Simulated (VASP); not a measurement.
# WSe2 (P6_3/mmc) in VASP: further runs, part 2 of 3

VASP 6.6.1. The steps go on from the part before.

## 3. Electric field gradients, PBEsol (equal xx and yy strain of +1 %)

INCAR

```
SYSTEM = WSe2
PREC = Accurate
ENCUT = 520
EDIFF = 1E-8
ISMEAR = -1
SIGMA = 0.08
LREAL = .FALSE.
LASPH = .TRUE.
NELM = 80
ALGO = Normal
ISIF = 2
LWAVE = .FALSE.
LCHARG = .FALSE.
GGA = PS
LEFG = .TRUE.
NBANDS = 35
```

KPOINTS

```
Automatic mesh
0
G
  11 11 3
  0 0 0
```

POSCAR

```
WSe2
1.0
    3.3228984350      0.0000000000      0.0000000000
   -1.6614492174      2.8777144589      0.0000000000
    0.0000000000      0.0000000000     12.9700000000
W Se
2 4
Direct
    0.3333333333      0.6666666667      0.2500000000
    0.6666666667      0.3333333333      0.7500000000
    0.3333333333      0.6666666667      0.6210000000
    0.6666666667      0.3333333333      0.1210000000
    0.3333333333      0.6666666667      0.8790000000
    0.6666666667      0.3333333333      0.3790000000
```

Potentials or basis: VASP PAW PBE potentials, release 64 (W_sv, Se).

Started as:

```bash
$ cat potpaw_PBE.64/W_sv/POTCAR potpaw_PBE.64/Se/POTCAR > POTCAR
$ mpirun -np 1 vasp_std > vasp.out
```

OUTCAR:

```text
SYSTEM = WSe2
   PREC = Accurate
   ENCUT = 520
   EDIFF = 1E-8
   ISMEAR = -1
   LREAL = .FALSE.
   LASPH = .TRUE.
   NELM = 80
   ISIF = 2
   GGA = PS

 ion  position               nearest neighbor table
   1  0.333  0.667  0.250-   4 2.55   6 2.55   4 2.55   6 2.55   4 2.55   6 2.55
   2  0.667  0.333  0.750-   3 2.55   5 2.55   3 2.55   5 2.55   3 2.55   5 2.55
   3  0.333  0.667  0.621-   2 2.55   2 2.55   2 2.55
   4  0.667  0.333  0.121-   1 2.55   1 2.55   1 2.55
   5  0.333  0.667  0.879-   2 2.55   2 2.55   2 2.55
   6  0.667  0.333  0.379-   1 2.55   1 2.55   1 2.55

  LATTYP: Found a hexagonal cell.
 ALAT       =     3.3228984350
 C/A-ratio  =     3.9032189077

  Lattice vectors:

 A1 = (   3.3228984350,   0.0000000000,   0.0000000000)
 A2 = (  -1.6614492174,   2.8777144589,   0.0000000000)
 A3 = (   0.0000000000,   0.0000000000,  12.9700000000)

Analysis of symmetry for initial positions (statically):
=====================================================================
 Subroutine PRICEL returns:
 Original cell was already a primitive cell.

 Routine SETGRP: Setting up the symmetry group for a
 hexagonal supercell.

 Subroutine GETGRP returns: Found 24 space group operations
 (whereof 12 operations were pure point group operations)
 out of a pool of 24 trial point group operations.

The static configuration has the point symmetry D_3d.
 The point group associated with its full space group is D_6h.

Analysis of symmetry for dynamics (positions and initial velocities):
=====================================================================
 Subroutine PRICEL returns:
 Original cell was already a primitive cell.

[... 1091 lines left out ...]
  Total       -3.1535645     -3.1535645     -1.4684322     -0.0000000      0.0000000      0.0000000
  in kB      -40.7387365    -40.7387365    -18.9696689     -0.0000000      0.0000000      0.0000000
  external PRESSURE =     -33.4823806 kB  Pullay stress =       0.0000000 kB

 VOLUME and BASIS-vectors are now :
 -----------------------------------------------------------------------------
  energy-cutoff  :      520.00
  volume of cell :      124.02
      direct lattice vectors                 reciprocal lattice vectors
     3.322898435  0.000000000  0.000000000     0.300942090  0.173748997  0.000000000
    -1.661449217  2.877714459  0.000000000     0.000000000  0.347497993  0.000000000
     0.000000000  0.000000000 12.970000000     0.000000000  0.000000000  0.077101002

 POSITION                                       TOTAL-FORCE (eV/Angst)
 -----------------------------------------------------------------------------------
     -0.00000      1.91848      3.24250        -0.000000      0.000000      0.000000
      1.66145      0.95924      9.72750         0.000000      0.000000      0.000000
     -0.00000      1.91848      8.05437         0.000000     -0.000000      0.279140
      1.66145      0.95924      1.56937         0.000000     -0.000000      0.279140
     -0.00000      1.91848     11.40063         0.000000     -0.000000     -0.279140
      1.66145      0.95924      4.91563        -0.000000     -0.000000     -0.279140
 -----------------------------------------------------------------------------------
    total drift:                               -0.000000      0.000000     -0.000000

  FREE ENERGIE OF THE ION-ELECTRON SYSTEM (eV)
  ---------------------------------------------------
  free  energy   TOTEN  =       -46.5023782926 eV

  energy  without entropy=      -46.5022480385  energy(sigma->0) =      -46.50231317

 Electric field gradients (V/A^2)
---------------------------------------------------------------------
 ion       V_xx      V_yy      V_zz      V_xy      V_xz      V_yz
---------------------------------------------------------------------
   1      77.298    77.299  -154.597     0.001     0.000    -0.000
   2      77.298    77.299  -154.597     0.001    -0.000     0.000
   3      37.918    37.918   -75.836    -0.000     0.000    -0.000
   4      37.918    37.918   -75.836    -0.000    -0.000     0.000
   5      37.918    37.918   -75.836    -0.000    -0.000     0.000
   6      37.918    37.918   -75.836    -0.000     0.000    -0.000
---------------------------------------------------------------------

 Electric field gradients after diagonalization (V/A^2)
 (convention: |V_zz| > |V_xx| > |V_yy|)
----------------------------------------------------------------------
 ion       V_xx      V_yy      V_zz     asymmetry (V_yy - V_xx)/ V_zz
----------------------------------------------------------------------
   1      77.299    77.298  -154.597       0.000
   2      77.299    77.298  -154.597       0.000
   3      37.918    37.918   -75.836       0.000
   4      37.918    37.918   -75.836       0.000
   5      37.918    37.918   -75.836       0.000
   6      37.918    37.918   -75.836       0.000
----------------------------------------------------------------------

           NMR quadrupolar parameters

 Cq : quadrupolar parameter    Cq=e*Q*V_zz/h
 eta: asymmetry parameters     (V_yy - V_xx)/ V_zz
 Q  : nuclear electric quadrupole moment in mb (millibarn)
----------------------------------------------------------------------
 ion       Cq(MHz)       eta       Q (mb)
----------------------------------------------------------------------
   1      -0.374       0.000       1.000
   2      -0.374       0.000       1.000
   3      -0.183       0.000       1.000
   4      -0.183       0.000       1.000
   5      -0.183       0.000       1.000
   6      -0.183       0.000       1.000
----------------------------------------------------------------------
```

It took 4.9 min on 1 thread of AMD EPYC 7R13, shared host; peak memory 0.29 GiB.

What came out:

```
Free energy            : -46.5024 eV
Pressure               : -3.3 GPa
Largest force          : 0.279 eV/Å
Band gap on the k mesh : 0.90 eV, indirect (least direct gap 1.64 eV)
```

Forces in eV/Å, atoms in the order of the input:
```
W    0.000  0.000  0.000
W    0.000  0.000  0.000
Se   0.000  0.000  0.279
Se   0.000  0.000  0.279
Se   0.000  0.000 -0.279
Se   0.000  0.000 -0.279
```

Stress tensor (GPa, compression positive):
```
-4.07  0.00  0.00
 0.00 -4.07  0.00
 0.00  0.00 -1.90
```

Electric field gradients, principal values (V/Å²):
| atom | least | middle | greatest (by size) |
| --- | --- | --- | --- |
| 1 W | 77.298 | 77.299 | -154.597 |
| 2 W | 77.298 | 77.299 | -154.597 |
| 3 Se | 37.918 | 37.918 | -75.836 |
| 4 Se | 37.918 | 37.918 | -75.836 |
| 5 Se | 37.918 | 37.918 | -75.836 |
| 6 Se | 37.918 | 37.918 | -75.836 |

Caveat: the cell differs from its parent crystal (equal xx and yy strain of +1 %); without QUAD_EFG the Cq values of the log hold for a quadrupole moment of 1 mb, not for the nuclei; the PAW data sets were made with another functional, which shifts forces and pressure a little; spin-orbit coupling is left out, which moves the levels of the heavy elements; this functional lacks dispersion, which binds the layers, so the pressure and a relaxed spacing across them are unreliable.

## 4. Electric field gradients, PBEsol (equal xx and yy strain of +1 %)

INCAR

```
PREC = Accurate ; ENCUT = 520
EDIFF = 1E-8 ; ISMEAR = -1
SIGMA = 0.08 ; LREAL = False
LASPH = True ; NELM = 80
ALGO = Normal ; ISIF = 2
LWAVE = False ; LCHARG = False
GGA = PS ; LEFG = True
NBANDS = 35
```

KPOINTS

```
Automatic mesh
0
Gamma
  11 11 3
```

POSCAR is that of step 3.

Potentials or basis: VASP PAW PBE potentials, release 64 (W_sv, Se).

Started as:

```bash
$ cat potpaw_PBE.64/W_sv/POTCAR potpaw_PBE.64/Se/POTCAR > POTCAR
$ mpirun -np 1 vasp_std > vasp.out
```

OUTCAR:

```text
PREC = Accurate
   ENCUT = 520
   EDIFF = 1E-8
   ISMEAR = -1
   LREAL = False
   LASPH = True
   NELM = 80
   ISIF = 2
   GGA = PS

 ion  position               nearest neighbor table
   1  0.333  0.667  0.250-   4 2.55   6 2.55   4 2.55   6 2.55   4 2.55   6 2.55
   2  0.667  0.333  0.750-   3 2.55   5 2.55   3 2.55   5 2.55   3 2.55   5 2.55
   3  0.333  0.667  0.621-   2 2.55   2 2.55   2 2.55
   4  0.667  0.333  0.121-   1 2.55   1 2.55   1 2.55
   5  0.333  0.667  0.879-   2 2.55   2 2.55   2 2.55
   6  0.667  0.333  0.379-   1 2.55   1 2.55   1 2.55

  LATTYP: Found a hexagonal cell.
 ALAT       =     3.3228984350
 C/A-ratio  =     3.9032189077

  Lattice vectors:

 A1 = (   3.3228984350,   0.0000000000,   0.0000000000)
 A2 = (  -1.6614492174,   2.8777144589,   0.0000000000)
 A3 = (   0.0000000000,   0.0000000000,  12.9700000000)

Analysis of symmetry for initial positions (statically):
=====================================================================
 Subroutine PRICEL returns:
 Original cell was already a primitive cell.

 Routine SETGRP: Setting up the symmetry group for a
 hexagonal supercell.

 Subroutine GETGRP returns: Found 24 space group operations
 (whereof 12 operations were pure point group operations)
 out of a pool of 24 trial point group operations.

The static configuration has the point symmetry D_3d.
 The point group associated with its full space group is D_6h.

Analysis of symmetry for dynamics (positions and initial velocities):
=====================================================================
 Subroutine PRICEL returns:
 Original cell was already a primitive cell.

 Routine SETGRP: Setting up the symmetry group for a
 hexagonal supercell.

 Subroutine GETGRP returns: Found 24 space group operations
[... 1088 lines left out ...]
  in kB      -40.7387365    -40.7387365    -18.9696689     -0.0000000      0.0000000      0.0000000
  external PRESSURE =     -33.4823806 kB  Pullay stress =       0.0000000 kB

 VOLUME and BASIS-vectors are now :
 -----------------------------------------------------------------------------
  energy-cutoff  :      520.00
  volume of cell :      124.02
      direct lattice vectors                 reciprocal lattice vectors
     3.322898435  0.000000000  0.000000000     0.300942090  0.173748997  0.000000000
    -1.661449217  2.877714459  0.000000000     0.000000000  0.347497993  0.000000000
     0.000000000  0.000000000 12.970000000     0.000000000  0.000000000  0.077101002

 POSITION                                       TOTAL-FORCE (eV/Angst)
 -----------------------------------------------------------------------------------
     -0.00000      1.91848      3.24250        -0.000000      0.000000      0.000000
      1.66145      0.95924      9.72750         0.000000      0.000000      0.000000
     -0.00000      1.91848      8.05437         0.000000     -0.000000      0.279140
      1.66145      0.95924      1.56937         0.000000     -0.000000      0.279140
     -0.00000      1.91848     11.40063         0.000000     -0.000000     -0.279140
      1.66145      0.95924      4.91563        -0.000000     -0.000000     -0.279140
 -----------------------------------------------------------------------------------
    total drift:                               -0.000000      0.000000     -0.000000

  FREE ENERGIE OF THE ION-ELECTRON SYSTEM (eV)
  ---------------------------------------------------
  free  energy   TOTEN  =       -46.5023782926 eV

  energy  without entropy=      -46.5022480385  energy(sigma->0) =      -46.50231317

 Electric field gradients (V/A^2)
---------------------------------------------------------------------
 ion       V_xx      V_yy      V_zz      V_xy      V_xz      V_yz
---------------------------------------------------------------------
   1      77.298    77.299  -154.597     0.001     0.000    -0.000
   2      77.298    77.299  -154.597     0.001    -0.000     0.000
   3      37.918    37.918   -75.836    -0.000     0.000    -0.000
   4      37.918    37.918   -75.836    -0.000    -0.000     0.000
   5      37.918    37.918   -75.836    -0.000    -0.000     0.000
   6      37.918    37.918   -75.836    -0.000     0.000    -0.000
---------------------------------------------------------------------

 Electric field gradients after diagonalization (V/A^2)
 (convention: |V_zz| > |V_xx| > |V_yy|)
----------------------------------------------------------------------
 ion       V_xx      V_yy      V_zz     asymmetry (V_yy - V_xx)/ V_zz
----------------------------------------------------------------------
   1      77.299    77.298  -154.597       0.000
   2      77.299    77.298  -154.597       0.000
   3      37.918    37.918   -75.836       0.000
   4      37.918    37.918   -75.836       0.000
   5      37.918    37.918   -75.836       0.000
   6      37.918    37.918   -75.836       0.000
----------------------------------------------------------------------

           NMR quadrupolar parameters

 Cq : quadrupolar parameter    Cq=e*Q*V_zz/h
 eta: asymmetry parameters     (V_yy - V_xx)/ V_zz
 Q  : nuclear electric quadrupole moment in mb (millibarn)
----------------------------------------------------------------------
 ion       Cq(MHz)       eta       Q (mb)
----------------------------------------------------------------------
   1      -0.374       0.000       1.000
   2      -0.374       0.000       1.000
   3      -0.183       0.000       1.000
   4      -0.183       0.000       1.000
   5      -0.183       0.000       1.000
   6      -0.183       0.000       1.000
----------------------------------------------------------------------
```

OSZICAR:

```text
N       E                     dE             d eps       ncg     rms          rms(c)
DAV:   1     0.495567856930E+03    0.49557E+03   -0.27740E+04  2488   0.144E+03
DAV:   2    -0.169139639299E+02   -0.51248E+03   -0.49462E+03  2581   0.390E+02
DAV:   3    -0.478797803427E+02   -0.30966E+02   -0.30443E+02  2722   0.895E+01
DAV:   4    -0.485667013672E+02   -0.68692E+00   -0.68335E+00  2716   0.137E+01
DAV:   5    -0.485756746281E+02   -0.89733E-02   -0.89624E-02  2662   0.170E+00    0.294E+01
DAV:   6    -0.469401667176E+02    0.16355E+01   -0.62828E+00  2498   0.163E+01    0.102E+01
DAV:   7    -0.466942524158E+02    0.24591E+00   -0.28752E+00  2343   0.821E+00    0.558E+00
DAV:   8    -0.465030548743E+02    0.19120E+00   -0.39148E-01  2479   0.427E+00    0.127E+00
DAV:   9    -0.465042356427E+02   -0.11808E-02   -0.61749E-02  2616   0.117E+00    0.841E-01
DAV:  10    -0.465024772724E+02    0.17584E-02   -0.13179E-02  2488   0.780E-01    0.170E-01
DAV:  11    -0.465024360238E+02    0.41249E-04   -0.17195E-03  2471   0.267E-01    0.170E-01
DAV:  12    -0.465023866222E+02    0.49402E-04   -0.63613E-05  2594   0.499E-02    0.107E-01
DAV:  13    -0.465023776498E+02    0.89724E-05   -0.72756E-05  2495   0.517E-02    0.605E-03
DAV:  14    -0.465023783117E+02   -0.66188E-06   -0.41557E-06  2754   0.107E-02    0.760E-03
DAV:  15    -0.465023782471E+02    0.64561E-07   -0.25971E-07  2600   0.275E-03    0.731E-03
DAV:  16    -0.465023782935E+02   -0.46359E-07   -0.19087E-07  2455   0.228E-03    0.211E-03
DAV:  17    -0.465023782926E+02    0.91222E-09   -0.25611E-08  2054   0.824E-04
   1 F= -.46502378E+02 E0= -.46502313E+02  d E =-.130254E-03
```

stdout:

```text
POSCAR found type information on POSCAR W Se
 POSCAR found :  2 types and       6 ions
 scaLAPACK will be used
 -----------------------------------------------------------------------------
|                                                                             |
|                                                                             |
|     You enforced a specific xc type in the INCAR file but a different       |
|     I HOPE YOU KNOW WHAT YOU ARE DOING!                                     |
|                                                                             |
 -----------------------------------------------------------------------------

 LDA part: xc-table for (Slater+PW92), standard interpolation
 POSCAR, INCAR and KPOINTS ok, starting setup
 FFT: planning ... GRIDC
 FFT: planning ... GRID_SOFT
 FFT: planning ... GRID
 WAVECAR not read
 entering main loop
ion   1

ion   2

ion   3

ion   4

ion   5

ion   6
```

Wall time 5.4 min (1 thread of AMD EPYC 7R13, shared host); peak memory 0.29 GiB.

Results:

| Property | Result |
| --- | --- |
| Free energy | -46.5024 eV |
| Pressure | -3.3 GPa |
| Largest force | 0.279 eV/Å |
| Band gap on the k mesh | 0.90 eV, indirect (least direct gap 1.64 eV) |

Forces in eV/Å, atoms in the order of the input:
```
W    0.000  0.000  0.000
W    0.000  0.000  0.000
Se   0.000  0.000  0.279
Se   0.000  0.000  0.279
Se   0.000  0.000 -0.279
Se   0.000  0.000 -0.279
```

Electric field gradients, principal values (V/Å²):
```tsv
atom	least	middle	greatest (by size)
1 W	77.298	77.299	-154.597
2 W	77.298	77.299	-154.597
3 Se	37.918	37.918	-75.836
4 Se	37.918	37.918	-75.836
5 Se	37.918	37.918	-75.836
6 Se	37.918	37.918	-75.836
```

Caveat: the cell differs from its parent crystal (equal xx and yy strain of +1 %); without QUAD_EFG the Cq values of the log hold for a quadrupole moment of 1 mb, not for the nuclei; the PAW data sets were made with another functional, which shifts forces and pressure a little; spin-orbit coupling is left out, which moves the levels of the heavy elements; this functional lacks dispersion, which binds the layers, so the pressure and a relaxed spacing across them are unreliable. A k mesh can miss the band edges.

[end of part 2 of 3]
